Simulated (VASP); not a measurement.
# F (C2/m) in VASP: notebook, part 2 of 2

VASP 6.6.1.

## (3) Single point, PBE+D3(BJ) (volume scaled by 0.94, then relaxed in part)

Input file INCAR:

```
SYSTEM = F
ALGO = Normal
EDIFF = 1E-6
ENCUT = 520
GGA = PE
ISIF = 2
ISMEAR = 0
IVDW = 12
LASPH = .TRUE.
LCHARG = .FALSE.
LREAL = .FALSE.
LWAVE = .FALSE.
NBANDS = 22
NELM = 60
PREC = Accurate
SIGMA = 0.02
```

Input file KPOINTS:

```
k-points
0
G
  8 8 4
  0 0 0
```

Input file POSCAR:

```
F
1.0
    2.8719956378     -1.6317754868     -0.1351459795
    2.8719956378      1.6317754868     -0.1351459795
   -1.9551159608      0.0000000000      7.1016679347
F
4
Direct
    0.0779807312      0.0779807312      0.0957325419
    0.9220192688      0.9220192688      0.9042674581
    0.4990382037      0.4990382037      0.5958837857
    0.5009617963      0.5009617963      0.4041162143
```

Potentials or basis: VASP PAW PBE potentials, release 64 (F).

On the command line:

```console
$ cat potpaw_PBE.64/F/POTCAR > POTCAR
$ mpirun -np 1 vasp_std > vasp.out
```

OUTCAR:

```text
SYSTEM = F
   EDIFF = 1E-6
   ENCUT = 520
   GGA = PE
   ISIF = 2
   ISMEAR = 0
   IVDW = 12
   LASPH = .TRUE.
   LREAL = .FALSE.
   NELM = 60
   PREC = Accurate
 IVDW          = 12

 ion  position               nearest neighbor table
   1  0.078  0.078  0.096-   2 1.42
   2  0.922  0.922  0.904-   1 1.42
   3  0.499  0.499  0.596-   4 1.42
   4  0.501  0.501  0.404-   3 1.42

  LATTYP: Found a base centered monoclinic cell.
 ALAT       =     5.7503472519
 B/A-ratio  =     0.5675398077
 C/A-ratio  =     1.2809449871
 COS(beta)  =    -0.3104538028

  Lattice vectors:

 A1 = (   2.8719956378,  -1.6317754868,  -0.1351459795)
 A2 = (   2.8719956378,   1.6317754868,  -0.1351459795)
 A3 = (  -1.9551159608,   0.0000000000,   7.1016679347)

Analysis of symmetry for initial positions (statically):
=====================================================================
 Subroutine PRICEL returns:
 Original cell was already a primitive cell.

 Routine SETGRP: Setting up the symmetry group for a
 base centered monoclinic supercell.

 Subroutine GETGRP returns: Found  4 space group operations
 (whereof  4 operations were pure point group operations)
 out of a pool of  4 trial point group operations.

The static configuration has the point symmetry C_2h.

Analysis of symmetry for dynamics (positions and initial velocities):
=====================================================================
 Subroutine PRICEL returns:
 Original cell was already a primitive cell.

 Routine SETGRP: Setting up the symmetry group for a
 base centered monoclinic supercell.

 Subroutine GETGRP returns: Found  4 space group operations
 (whereof  4 operations were pure point group operations)
 out of a pool of  4 trial point group operations.

The dynamic configuration has the point symmetry C_2h.

 Subroutine INISYM returns: Found  4 space group operations
 (whereof  4 operations are pure point group operations),
 and found     1 'primitive' translations

----------------------------------------------------------------------------------------

                                     Primitive cell

  volume of cell :      65.7009

  direct lattice vectors                    reciprocal lattice vectors
     2.871995638 -1.631775487 -0.135145980     0.176379943 -0.306414702  0.048558063
     2.871995638  1.631775487 -0.135145980     0.176379943  0.306414702  0.048558063
    -1.955115961  0.000000000  7.101667935     0.006713082  0.000000000  0.142660128

  length of vectors
     3.305951394  3.305951394  7.365878486     0.356872161  0.356872161  0.142817987

  position of ions in fractional coordinates (direct lattice)
     0.077980731  0.077980731  0.095732542
     0.922019269  0.922019269  0.904267458
     0.499038204  0.499038204  0.595883786
     0.500961796  0.500961796  0.404116214

  ion indices of the primitive-cell ions
   primitive index   ion index
                 1           1
                 2           2
                 3           3
                 4           4

----------------------------------------------------------------------------------------

 KPOINTS: k-points

Automatic generation of k-mesh.
 Grid dimensions read from file:
 generate k-points for:    8    8    4

 Generating k-lattice:

  Cartesian coordinates                     Fractional coordinates (reciprocal lattice)
     0.022047493 -0.038301838  0.006069758     0.125000000 -0.000000000  0.000000000
     0.022047493  0.038301838  0.006069758    -0.000000000  0.125000000  0.000000000
     0.001678271  0.000000000  0.035665032     0.000000000  0.000000000  0.250000000

  Length of vectors
     0.044609020  0.044609020  0.035704497

  Shift w.r.t. Gamma in fractional coordinates (k-lattice)
     0.000000000  0.000000000  0.000000000

 Subroutine IBZKPT returns following result:
 ===========================================

 Found     78 irreducible k-points:

 Following reciprocal coordinates:
            Coordinates               Weight
  0.000000  0.000000  0.000000      1.000000
  0.125000 -0.000000  0.000000      4.000000
  0.250000 -0.000000  0.000000      4.000000
  0.375000  0.000000  0.000000      4.000000
  0.500000 -0.000000  0.000000      2.000000
  0.125000  0.125000  0.000000      2.000000
[... 16 lines left out ...]
  0.125000 -0.000000  0.250000      4.000000
  0.250000 -0.000000  0.250000      4.000000
 [... further k-points ...]
   k-points           NKPTS =     78   k-points in BZ     NKDIM =     78   number of bands    NBANDS=     22
   number of dos      NEDOS =    301   number of ions     NIONS =      4
   total plane-waves  NPLWV =  43904
   dimension x,y,z NGX =    28 NGY =   28 NGZ =   56
   dimension x,y,z NGXF=    56 NGYF=   56 NGZF=  112
   ions per type =               4
   NGX,Y,Z   is equivalent  to a cutoff of  14.08, 14.08, 12.64 a.u.
   NGXF,Y,Z  is equivalent  to a cutoff of  28.16, 28.16, 25.28 a.u.
 SYSTEM =  F
   PREC   = accura    normal or accurate (medium, high low for compatibility)
   ISTART =      0    job   : 0-new  1-cont  2-samecut
   ICHARG =      2    charge: 1-file 2-atom 10-const
   ISPIN  =      1    spin polarized calculation?
   LNONCOLLINEAR =      F non collinear calculations
   LSORBIT =      F    spin-orbit coupling
   LASPH  =      T    aspherical Exc in radial PAW
   ENCUT  =  520.0 eV  38.22 Ry    6.18 a.u.   6.15  6.15 13.70*2*pi/ulx,y,z
   NELM   =     60;   NELMIN=  2; NELMDL= -5     # of ELM steps
   EDIFF  = 0.1E-05   stopping-criterion for ELM
   LREAL  =      F    real-space projection
   EDIFFG = 0.1E-04   stopping-criterion for IOM
   NSW    =      0    number of steps for IOM
   IBRION =     -1    ionic relax: 0-MD 1-quasi-New 2-CG
   NFREE  =      0    steps in history (QN), initial steepest desc. (CG)
   ISIF   =      2    stress and relaxation
   ISYM   =      2    0-nonsym 1-usesym 2-fastsym
   POTIM  = 0.5000    time-step for ionic-motion
   TEBEG  =    0.0;   TEEND  =   0.0 temperature during run
   PSTRESS=    0.0 pullay stress
   NELECT =      28.0000    total number of electrons
   NUPDOWN=      -1.0000    fix difference up-down
   EMIN   =  10.00;   EMAX   =-10.00  energy-range for DOS
   EFERMI =   0.00;   METHOD = LEGACY
   ISMEAR =     0;   SIGMA  =   0.02  broadening in eV -4-tet -1-fermi 0-gaus
   EFERMI_NEDOS =   21; number of points for ismear=-14 and -15
   IALGO  =     38    algorithm
   IMIX   =      4    mixing-type and parameters
     AMIX     =   0.40;   BMIX     =  1.00
     AMIX_MAG =   1.60;   BMIX_MAG =  1.00
  volume/ion in A,a.u.               =      16.43       110.84
  Fermi-wavevector in a.u.,A,eV,Ry     =   1.231980  2.328105 20.650578  1.517775
  Thomas-Fermi vector in A             =   2.366768
   LORBIT       =      0    0 simple, 1 ext, 2 COOP (PROOUT), +10 PAW based schemes
   GGA     = PE    functional components
   LHFCALC =     F    Hartree Fock is set to
   AEXX    =    0.0000 exact exchange contribution
   IVDW    =    12    specifies the selected vdW correction
   LEPSILON=     F    determine dielectric tensor
   LRPA    =     F    only Hartree local field effects (RPA)
 non-spin polarized calculation
 Gauss-broadening in eV      SIGMA  =   0.02
  energy-cutoff  :      520.00
  volume of cell :       65.70
 maximum number of plane-waves:      1786
 NGX is ok and might be reduce to    28
   NGX = 13   NGY = 13   NGZ = 27

 number of electron      28.0000000 magnetization

 Free energy of the ion-electron system (eV)
  ---------------------------------------------------
  ext. energy  EPLUGINS =         0.00000000
  ---------------------------------------------------
  free energy    TOTEN  =        -7.29735720 eV

  energy without entropy =       -7.29735720  energy(sigma->0) =       -7.29735720

 E-fermi :  -5.0255     XC(G=0):  -7.5092

 val. band max:       -5.2293046476   @ k =   0.5000   0.5000   0.0000
 cond. band min:      -2.5244464597   @ k =   0.0000   0.0000   0.0000
 fundamental gap:      2.7048581879
 Fermi energy:        -5.0255009764

 k-point     1 :       0.0000    0.0000    0.0000
  band No.  band energies     occupation
      1     -30.1805      2.00000
      2     -30.0665      2.00000
      3     -23.9903      2.00000
      4     -23.6842      2.00000
      5     -11.8630      2.00000
      6     -11.1105      2.00000
[... 574 lines left out ...]
      6     -11.3664      2.00000
[... 14 lines left out ...]
     21      12.2811      0.00000
     22      13.5782      0.00000

 [... further k-points ...]

------------------------ aborting loop because EDIFF is reached ----------------------------------------

 Edisp (eV)   -0.11390

 E8    (eV) :    -0.0249

  FORCE on cell =-STRESS in cart. coord.  units (eV):
  Direction    XX          YY          ZZ          XY          YZ          ZX
  --------------------------------------------------------------------------------------
  -------------------------------------------------------------------------------------
  Total      -0.00018    -0.11360     0.82681     0.00000     0.00000     0.03463
  in kB      -0.00447    -2.77028    20.16246     0.00000     0.00000     0.84457
  external pressure =        5.80 kB  Pullay stress =        0.00 kB

 VOLUME and BASIS-vectors are now :
 -----------------------------------------------------------------------------
  energy-cutoff  :      520.00
  volume of cell :       65.70
      direct lattice vectors                 reciprocal lattice vectors
     2.871995638 -1.631775487 -0.135145980     0.176379943 -0.306414702  0.048558063
     2.871995638  1.631775487 -0.135145980     0.176379943  0.306414702  0.048558063
    -1.955115961  0.000000000  7.101667935     0.006713082  0.000000000  0.142660128

 POSITION                                       TOTAL-FORCE (eV/Angst)
 -----------------------------------------------------------------------------------
      0.26075      0.00000      0.65878         0.140110      0.000000      0.350076
      3.52812      0.00000      6.17259        -0.140110      0.000000     -0.350076
      1.70145      0.00000      4.09688        -0.097836      0.000000      0.362247
      2.08743      0.00000      2.73449         0.097836      0.000000     -0.362247
 -----------------------------------------------------------------------------------
    total drift:                                0.000000      0.000000      0.000000

  FREE ENERGIE OF THE ION-ELECTRON SYSTEM (eV)
  ---------------------------------------------------
  free  energy   TOTEN  =        -7.4112523190 eV

  energy  without entropy=       -7.4112523190  energy(sigma->0) =       -7.41125232
```

OSZICAR:

```text
N       E                     dE             d eps       ncg     rms          rms(c)
DAV:   1     0.171840623024E+03    0.17184E+03   -0.15691E+04  3464   0.118E+03
DAV:   2    -0.669137991069E+00   -0.17251E+03   -0.16685E+03  4600   0.284E+02
DAV:   3    -0.888861411093E+01   -0.82195E+01   -0.81807E+01  3954   0.601E+01
DAV:   4    -0.893916637529E+01   -0.50552E-01   -0.50550E-01  3660   0.543E+00
DAV:   5    -0.893944775050E+01   -0.28138E-03   -0.28137E-03  3948   0.391E-01    0.112E+01
DAV:   6    -0.771885995640E+01    0.12206E+01   -0.44072E-01  3504   0.672E+00    0.632E+00
DAV:   7    -0.729903438446E+01    0.41983E+00   -0.59135E-01  3450   0.731E+00    0.700E-01
DAV:   8    -0.729709840346E+01    0.19360E-02   -0.71228E-02  3732   0.190E+00    0.118E-01
DAV:   9    -0.729727469446E+01   -0.17629E-03   -0.81545E-04  3726   0.220E-01    0.604E-02
DAV:  10    -0.729735575186E+01   -0.81057E-04   -0.91851E-05  3636   0.877E-02    0.175E-02
DAV:  11    -0.729735719555E+01   -0.14437E-05   -0.11277E-05  3684   0.344E-02    0.440E-03
DAV:  12    -0.729735719651E+01   -0.95042E-09   -0.12612E-06  2756   0.107E-02
   1 F= -.74112523E+01 E0= -.74112523E+01  d E =-.352703E-49
```

Run time: 38 s. Hardware: 1 thread of Intel Xeon 6975P-C (Granite Rapids), shared host; peak memory 0.23 GiB.

What came out:

```
Free energy                : -7.4113 eV
Pressure                   : 0.6 GPa
Largest force              : 0.377 eV/Å
Band gap on the k mesh     : 2.70 eV, indirect (least direct gap 2.76 eV)
Dispersion energy per atom : -0.028 eV
```

Forces on the atoms (eV/Å):
```
F    0.140  0.000  0.350
F   -0.140  0.000 -0.350
F   -0.098  0.000  0.362
F    0.098  0.000 -0.362
```

 A k mesh can miss the band edges.
